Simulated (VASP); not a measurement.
Set up this calculation in VASP 6.6.1, as the native input.

| Item | Value |
| --- | --- |
| Task | single point |
| Functional | PBE |
| Potentials or basis | VASP PAW PBE potentials, release 64 (Sn_d) |
| Cutoff | 520 eV |
| k mesh | 10 × 10 × 6 |
| Occupations | gaussian, width 0.1 eV |
| Spin | no spin polarisation |
| Dipole correction | no |
| Further INCAR settings | ALGO = Fast; EDIFF = 1e-06; NBANDS = 36 |

The structure of Sn lies in POSCAR:

```
Sn
1.0
    3.2958145860      3.2958145860      0.0000000000
   -3.2958145860      3.2958145860      0.0000000000
    0.0000000000      0.0000000000      6.6981605526
Sn
4
Direct
    0.0000000000      0.0000000000      0.5000000000
    0.0000000000      0.5000000000      0.2500000000
    0.5000000000      0.5000000000      0.0000000000
    0.5000000000      0.0000000000      0.7500000000
```

This cell differs from its parent crystal: biaxial strain in the a-b plane: -1.0 %.

One way to write it, as run:

INCAR

```
SYSTEM = Sn
PREC = Accurate
ENCUT = 520
EDIFF = 1E-6
ISMEAR = 0
SIGMA = 0.1
LREAL = .FALSE.
LASPH = .TRUE.
NELM = 80
ALGO = Fast
ISIF = 2
LWAVE = .FALSE.
LCHARG = .FALSE.
GGA = PE
NBANDS = 36
```

KPOINTS

```
Automatic mesh
0
G
  10 10 6
  0 0 0
```

Potentials or basis: VASP PAW PBE potentials, release 64 (Sn_d).

Command:

```bash
$ cat potpaw_PBE.64/Sn_d/POTCAR > POTCAR
$ mpirun -np 1 vasp_std > vasp.out
```

It gave:

```
Pressure               : 0.4 GPa
Band gap on the k mesh : zero (bands 28 and 29 overlap by 0.25 eV)
```

Caveat: the cell differs from its parent crystal (biaxial strain in the a-b plane: -1.0 %); spin-orbit coupling is left out, which moves the levels of the heavy elements.

Run time: 8.9 min on 1 thread of Intel Xeon 8259CL, on a shared host, peak memory 0.45 GiB.
